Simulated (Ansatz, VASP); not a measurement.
**TaN in VASP and in Ansatz**

```
Ta N
1.0
     5.18500    0.02592    0.02592
    -2.57005    4.47738    0.00949
     0.01454    0.01454    2.90800
Ta N
3 3
Direct
  0.00000 0.00000 0.00000
  0.33333 0.66667 0.50000
  0.66667 0.33333 0.50000
  0.50000 0.00000 0.00000
  0.50000 0.50000 0.00000
  0.00000 0.50000 0.00000
```

Change from the starting cell: equal xy, yz and zx shear strains of +1 %.

Alike in both runs: task single point; functional PBE; k mesh 5 × 5 × 8; occupations fermi-dirac, width 0.03 eV; no spin polarisation.

|  | VASP | Ansatz |
| --- | --- | --- |
| version | VASP 6.6.1 | Ansatz 0.2.0 |
| potentials or method | VASP PAW PBE potentials, release 64 (Ta_pv, N), cutoff 520 eV | all-electron LAPW, scalar-relativistic |

```tsv
	VASP	Ansatz	Ansatz less VASP
pressure (GPa)	11.3	10.5	-0.80
traceless stress, the component that is largest in VASP (GPa)	-2.10	-2.07	+0.030
rms of the force components (eV/Å)	0.045	0.045	-0.0009
```

Atom by atom the forces differ by 0.001 eV/Å (rms over components). Ansatz ran all-electron here, and VASP with PAW potentials.

Neither program's run includes spin-orbit coupling.
